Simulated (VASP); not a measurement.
# Cl (Cmce) in VASP: notebook, part 2 of 2

VASP 6.6.1. The steps go on from the part before.

**4. Single point, r2SCAN (26.84 Å³/atom)**

This run uses another cell than the first one, of 26.84 Å³/atom.

The input, POSCAR:

```
Cl
1.0
    3.2202455454     -2.0444155481      0.0000000000
    3.2202455454      2.0444155481      0.0000000000
    0.0000000000      0.0000000000      8.1538542486
Cl
4
Direct
    0.8804188760      0.1195811240      0.1058368649
    0.6195811240      0.3804188760      0.6058368649
    0.1195811240      0.8804188760      0.8941631351
    0.3804188760      0.6195811240      0.3941631351
```

The input, INCAR.step1:

```
SYSTEM = Cl
PREC = Accurate
ENCUT = 520
ISMEAR = -1
SIGMA = 0.05
LREAL = .FALSE.
LASPH = .TRUE.
NELM = 100
NBANDS = 22
GGA = PE
ALGO = Normal
EDIFF = 1E-4
LWAVE = .TRUE.
LCHARG = .FALSE.
```

The input, INCAR.step2:

```
SYSTEM = Cl
PREC = Accurate
ENCUT = 520
EDIFF = 1E-6
ISMEAR = -1
SIGMA = 0.05
LREAL = .FALSE.
LASPH = .TRUE.
NELM = 100
ALGO = Normal
ISIF = 2
LWAVE = .FALSE.
LCHARG = .FALSE.
METAGGA = R2SCAN
LMIXTAU = .TRUE.
NBANDS = 22
ISTART = 1
```

The input, KPOINTS:

```
Automatic mesh
0
G
  8 8 4
  0 0 0
```

Run with:

```sh
cat potpaw_PBE.64/Cl/POTCAR > POTCAR
cp INCAR.step1 INCAR
mpirun -np 1 vasp_std > vasp.out
cp INCAR.step2 INCAR
mpirun -np 1 vasp_std > vasp.out
```

Wall time 2.8 min (1 thread of Intel Xeon 6975P-C (Granite Rapids), shared host); peak memory 0.27 GiB.

The run converged. Its results:

| Item | Value |
| --- | --- |
| Free energy | -24.5928 eV |
| Pressure | 0.9 GPa |
| Largest force | 0.283 eV/Å |
| Band gap on the k mesh | 2.84 eV |

Forces in eV/Å, atoms in the order of the input:
```
Cl   0.000  0.154  0.237
Cl   0.000 -0.154  0.237
Cl   0.000 -0.154 -0.237
Cl   0.000  0.154 -0.237
```

Stress tensor (GPa, compression positive):
```
0.11 0.00 0.00
0.00 0.77 0.00
0.00 0.00 1.85
```

Levels at points of the mesh, in eV from the valence-band top:
| k point | band 11 | band 12 | band 13 | band 14 | band 15 | band 16 | band 17 | band 18 |
| --- | --- | --- | --- | --- | --- | --- | --- | --- |
| (0.00, 0.00, 0.00) | -0.91 | -0.37 | -0.14 | 0.00 | 2.84 | 3.78 | 7.46 | 7.65 |
| (0.50, 0.00, 0.00) | -0.84 | -0.84 | -0.28 | -0.28 | 3.52 | 3.52 | 8.52 | 8.52 |
| (0.50, 0.50, 0.00) | -1.46 | -1.13 | -0.42 | -0.20 | 2.93 | 3.55 | 8.81 | 9.00 |
| (0.00, 0.00, 0.50) | -0.77 | -0.77 | -0.07 | -0.07 | 3.24 | 3.24 | 7.87 | 7.87 |
| (0.50, 0.00, 0.50) | -0.63 | -0.63 | -0.07 | -0.07 | 3.26 | 3.26 | 8.81 | 8.81 |
| (0.50, 0.50, 0.50) | -0.88 | -0.88 | -0.79 | -0.79 | 3.18 | 3.18 | 9.48 | 9.48 |

Caveat: the PAW data sets were made with another functional, which shifts forces and pressure a little.

**5. Single point, r2SCAN (27.96 Å³/atom)**

This run uses another cell than the first one, of 27.96 Å³/atom.

The input, POSCAR:

```
Cl
1.0
    3.2643639804     -2.0724247211      0.0000000000
    3.2643639804      2.0724247211      0.0000000000
    0.0000000000      0.0000000000      8.2655647637
Cl
4
Direct
    0.8804188760      0.1195811240      0.1058368649
    0.6195811240      0.3804188760      0.6058368649
    0.1195811240      0.8804188760      0.8941631351
    0.3804188760      0.6195811240      0.3941631351
```

The input, INCAR.step1:

```
SYSTEM = Cl
ALGO = Normal
EDIFF = 1E-4
ENCUT = 520
GGA = PE
ISMEAR = -1
LASPH = .TRUE.
LCHARG = .FALSE.
LREAL = .FALSE.
LWAVE = .TRUE.
NBANDS = 22
NELM = 100
PREC = Accurate
SIGMA = 0.05
```

The input, INCAR.step2:

```
SYSTEM = Cl
ALGO = Normal
EDIFF = 1E-7
ENCUT = 520
ISIF = 2
ISMEAR = -1
ISTART = 1
LASPH = .TRUE.
LCHARG = .TRUE.
LELF = .TRUE.
LMIXTAU = .TRUE.
LREAL = .FALSE.
LVHAR = .TRUE.
LWAVE = .FALSE.
METAGGA = R2SCAN
NBANDS = 22
NELM = 100
PREC = Accurate
SIGMA = 0.05
```

The input, KPOINTS:

```
k-points
0
G
  8 8 4
  0 0 0
```

Potentials or basis: VASP PAW PBE potentials, release 64 (Cl).

Run with:

```sh
cat potpaw_PBE.64/Cl/POTCAR > POTCAR
cp INCAR.step1 INCAR
mpirun -np 1 vasp_std > vasp.out
cp INCAR.step2 INCAR
mpirun -np 1 vasp_std > vasp.out
```

OUTCAR:

```text
SYSTEM = Cl
   EDIFF = 1E-7
   ENCUT = 520
   ISIF = 2
   ISMEAR = -1
   ISTART = 1
   LASPH = .TRUE.
   LREAL = .FALSE.
   METAGGA = R2SCAN
   NELM = 100
   PREC = Accurate

 ion  position               nearest neighbor table
   1  0.880  0.120  0.106-   3 2.01
   2  0.620  0.380  0.606-   4 2.01
   3  0.120  0.880  0.894-   1 2.01
   4  0.380  0.620  0.394-   2 2.01

  LATTYP: Found a base centered orthorhombic cell.
 ALAT       =     4.1448494422
 B/A-ratio  =     1.5751423669
 C/A-ratio  =     1.9941773227
[... 799 lines left out ...]
  Direction    XX          YY          ZZ          XY          YZ          ZX
  --------------------------------------------------------------------------------------
  -------------------------------------------------------------------------------------
  Total       -0.0624971     -0.2470655     -0.6333896      0.0000000      0.0000000      0.0000000
  in kB       -0.8953459     -3.5395080     -9.0740598      0.0000000      0.0000000      0.0000000
  external PRESSURE =      -4.5029712 kB  Pullay stress =       0.0000000 kB

 VOLUME and BASIS-vectors are now :
 -----------------------------------------------------------------------------
  energy-cutoff  :      520.00
  volume of cell :      111.84
      direct lattice vectors                 reciprocal lattice vectors
     3.264363980 -2.072424721  0.000000000     0.153169194 -0.241263287  0.000000000
     3.264363980  2.072424721  0.000000000     0.153169194  0.241263287  0.000000000
     0.000000000  0.000000000  8.265564764     0.000000000  0.000000000  0.120983868

 POSITION                                       TOTAL-FORCE (eV/Angst)
 -----------------------------------------------------------------------------------
      3.26436     -1.57678      0.87480         0.000000     -0.093412     -0.166447
      3.26436     -0.49565      5.00758         0.000000      0.093412     -0.166447
      3.26436      1.57678      7.39076         0.000000      0.093412      0.166447
      3.26436      0.49565      3.25798         0.000000     -0.093412      0.166447
 -----------------------------------------------------------------------------------
    total drift:                               -0.000000     -0.000000     -0.000000

  FREE ENERGIE OF THE ION-ELECTRON SYSTEM (eV)
  ---------------------------------------------------
  free  energy   TOTEN  =       -24.6011117794 eV

  energy  without entropy=      -24.6011117794  energy(sigma->0) =      -24.60111178
```

Run time: 4 min. Hardware: 1 thread of Intel Xeon 6975P-C (Granite Rapids), shared host; peak memory 0.29 GiB.

Results:

```
Free energy            : -24.6011 eV
Pressure               : -0.5 GPa
Largest force          : 0.191 eV/Å
Band gap on the k mesh : 2.68 eV
```

Forces on the atoms (eV/Å):
```
Cl   0.000 -0.093 -0.166
Cl   0.000  0.093 -0.166
Cl   0.000  0.093  0.166
Cl   0.000 -0.093  0.166
```

Stress tensor (GPa, compression positive):
```
-0.09  0.00  0.00
 0.00 -0.35  0.00
 0.00  0.00 -0.91
```

Caveat: the PAW data sets were made with another functional, which shifts forces and pressure a little. A k mesh can miss the band edges.

**6. Single point, r2SCAN (29.08 Å³/atom)**

This run uses another cell than the first one, of 29.08 Å³/atom.

The input, POSCAR:

```
Cl
1.0
    3.3073210642     -2.0996965949      0.0000000000
    3.3073210642      2.0996965949      0.0000000000
    0.0000000000      0.0000000000      8.3743346683
Cl
4
Direct
    0.8804188760      0.1195811240      0.1058368649
    0.6195811240      0.3804188760      0.6058368649
    0.1195811240      0.8804188760      0.8941631351
    0.3804188760      0.6195811240      0.3941631351
```

The input, INCAR.step1:

```
SYSTEM = Cl
PREC = Accurate
ENCUT = 520
ISMEAR = -1
SIGMA = 0.05
LREAL = .FALSE.
LASPH = .TRUE.
NELM = 60
NBANDS = 22
GGA = PE
ALGO = Normal
EDIFF = 1E-4
LWAVE = .TRUE.
LCHARG = .FALSE.
```

The input, INCAR.step2:

```
SYSTEM = Cl
PREC = Accurate
ENCUT = 520
EDIFF = 1E-7
ISMEAR = -1
SIGMA = 0.05
LREAL = .FALSE.
LASPH = .TRUE.
NELM = 60
ALGO = Normal
ISIF = 2
LWAVE = .FALSE.
LCHARG = .TRUE.
METAGGA = R2SCAN
LMIXTAU = .TRUE.
LELF = .TRUE.
LVHAR = .TRUE.
NBANDS = 22
ISTART = 1
```

The input, KPOINTS:

```
Automatic mesh
0
G
  8 8 4
  0 0 0
```

Potentials or basis: VASP PAW PBE potentials, release 64 (Cl).

Run with:

```sh
cat potpaw_PBE.64/Cl/POTCAR > POTCAR
cp INCAR.step1 INCAR
mpirun -np 1 vasp_std > vasp.out
cp INCAR.step2 INCAR
mpirun -np 1 vasp_std > vasp.out
```

OUTCAR:

```text
SYSTEM = Cl
   PREC = Accurate
   ENCUT = 520
   EDIFF = 1E-7
   ISMEAR = -1
   LREAL = .FALSE.
   LASPH = .TRUE.
   NELM = 60
   ISIF = 2
   METAGGA = R2SCAN
   ISTART = 1

 ion  position               nearest neighbor table
   1  0.880  0.120  0.106-   3 2.04
   2  0.620  0.380  0.606-   4 2.04
   3  0.120  0.880  0.894-   1 2.04
   4  0.380  0.620  0.394-   2 2.04

  LATTYP: Found a base centered orthorhombic cell.
 ALAT       =     4.1993931898
 B/A-ratio  =     1.5751423669
 C/A-ratio  =     1.9941773227

  Lattice vectors:

 A1 = (  -3.3073210642,  -2.0996965949,   0.0000000000)
 A2 = (   3.3073210642,  -2.0996965949,   0.0000000000)
 A3 = (   0.0000000000,   0.0000000000,   8.3743346683)

Analysis of symmetry for initial positions (statically):
=====================================================================
 Subroutine PRICEL returns:
 Original cell was already a primitive cell.

[... 171 lines left out ...]
  free energy    TOTEN  =       -24.57527231 eV

  energy without entropy =      -24.57527231  energy(sigma->0) =      -24.57527231

 E-fermi :   0.1356     XC(G=0):  -8.1664

 val. band max:       -0.9953994659   @ k =   0.0000   0.0000   0.0000
 cond. band min:       1.5434485527   @ k =   0.0000   0.0000   0.0000
 fundamental gap:      2.5388480186
 Fermi energy:         0.1355760032

 k-point     1 :       0.0000    0.0000    0.0000
  band No.  band energies     occupation
      1     -18.2125      2.00000
      2     -17.9471      2.00000
      3     -14.3360      2.00000
      4     -13.6084      2.00000
      5      -6.5760      2.00000
      6      -5.4143      2.00000
[... 589 lines left out ...]
     21      10.1014      0.00000
     22      10.2832      0.00000

 [... further k-points ...]

------------------------ aborting loop because EDIFF is reached ----------------------------------------

  FORCE on cell =-STRESS in cart. coord.  units (eV):
  Direction    XX          YY          ZZ          XY          YZ          ZX
  --------------------------------------------------------------------------------------
  -------------------------------------------------------------------------------------
  Total       -0.1710898     -0.9019597     -2.2727511      0.0000000     -0.0000000      0.0000000
  in kB       -2.3567936    -12.4246602    -31.3075626      0.0000000     -0.0000000      0.0000000
  external PRESSURE =     -15.3630055 kB  Pullay stress =       0.0000000 kB

 VOLUME and BASIS-vectors are now :
 -----------------------------------------------------------------------------
  energy-cutoff  :      520.00
  volume of cell :      116.31
      direct lattice vectors                 reciprocal lattice vectors
     3.307321064 -2.099696595  0.000000000     0.151179759 -0.238129643  0.000000000
     3.307321064  2.099696595  0.000000000     0.151179759  0.238129643  0.000000000
     0.000000000  0.000000000  8.374334668     0.000000000  0.000000000  0.119412472

 POSITION                                       TOTAL-FORCE (eV/Angst)
 -----------------------------------------------------------------------------------
      3.30732     -1.59753      0.88631         0.000000     -0.308052     -0.516312
      3.30732     -0.50217      5.07348         0.000000      0.308052     -0.516312
      3.30732      1.59753      7.48802         0.000000      0.308052      0.516312
      3.30732      0.50217      3.30085         0.000000     -0.308052      0.516312
 -----------------------------------------------------------------------------------
    total drift:                                0.000000      0.000000     -0.000000

  FREE ENERGIE OF THE ION-ELECTRON SYSTEM (eV)
  ---------------------------------------------------
  free  energy   TOTEN  =       -24.5752723060 eV

  energy  without entropy=      -24.5752723060  energy(sigma->0) =      -24.57527231
```

OSZICAR.step1:

```text
N       E                     dE             d eps       ncg     rms          rms(c)
DAV:   1     0.184377062605E+03    0.18438E+03   -0.12141E+04  2772   0.108E+03
DAV:   2     0.624904215629E+01   -0.17813E+03   -0.17213E+03  3926   0.201E+02
DAV:   3    -0.763044666813E+01   -0.13879E+02   -0.13822E+02  3522   0.638E+01
DAV:   4    -0.781409622272E+01   -0.18365E+00   -0.18357E+00  3748   0.884E+00
DAV:   5    -0.781700602513E+01   -0.29098E-02   -0.29096E-02  3558   0.110E+00    0.150E+01
DAV:   6    -0.746053328708E+01    0.35647E+00   -0.24211E-01  3492   0.277E+00    0.983E+00
DAV:   7    -0.734946014832E+01    0.11107E+00   -0.54246E-01  3444   0.401E+00    0.830E-01
DAV:   8    -0.733723327705E+01    0.12227E-01   -0.66869E-02  3234   0.153E+00    0.386E-01
DAV:   9    -0.733737531319E+01   -0.14204E-03   -0.16940E-03  3498   0.253E-01    0.788E-02
DAV:  10    -0.733748698340E+01   -0.11167E-03   -0.14262E-04  2782   0.791E-02    0.508E-02
DAV:  11    -0.733749122428E+01   -0.42409E-05   -0.34296E-05  2070   0.398E-02
   1 F= -.73374912E+01 E0= -.73374912E+01  d E =-.871702E-10
```

Wall time 5.4 min (1 thread of Intel Xeon 6975P-C (Granite Rapids), shared host); peak memory 0.29 GiB.

What came out:

```
Free energy            : -24.5753 eV
Pressure               : -1.5 GPa
Largest force          : 0.601 eV/Å
Band gap on the k mesh : 2.54 eV
```

Forces on the atoms (eV/Å):
```
Cl   0.000 -0.308 -0.516
Cl   0.000  0.308 -0.516
Cl   0.000  0.308  0.516
Cl   0.000 -0.308  0.516
```

Caveat: the PAW data sets were made with another functional, which shifts forces and pressure a little.

**7. Overview**

| cell | gap on the mesh (eV) | pressure (GPa) | largest force (eV/Å) |
| --- | --- | --- | --- |
| a = 3.705, b = 3.705, c = 7.921 Å, angles 90.0, 90.0, 64.8°, 4 atoms | 3.21 | 4.8 | 1.47 |
| a = 3.761, b = 3.761, c = 8.039 Å, angles 90.0, 90.0, 64.8°, 4 atoms | 3.01 | 2.6 | 0.83 |
| a = 3.814, b = 3.814, c = 8.154 Å, angles 90.0, 90.0, 64.8°, 4 atoms | 2.84 | 0.9 | 0.28 |
| a = 3.867, b = 3.867, c = 8.266 Å, angles 90.0, 90.0, 64.8°, 4 atoms | 2.68 | -0.5 | 0.19 |
| a = 3.918, b = 3.918, c = 8.374 Å, angles 90.0, 90.0, 64.8°, 4 atoms | 2.54 | -1.5 | 0.60 |

Alike in all rows: task single point; level r2SCAN; potentials or basis VASP PAW PBE potentials, release 64 (Cl); no spin polarisation; k mesh 8 × 8 × 4; cutoff (eV) 520; smearing fermi-dirac 0.05 eV.

Caveats: the PAW data sets were made with another functional, which shifts forces and pressure a little; the stress differs along the axes, from 1 to 10 GPa (at least some runs).

Total energies depend on the potentials used, so only differences within one code and one set of settings carry meaning.
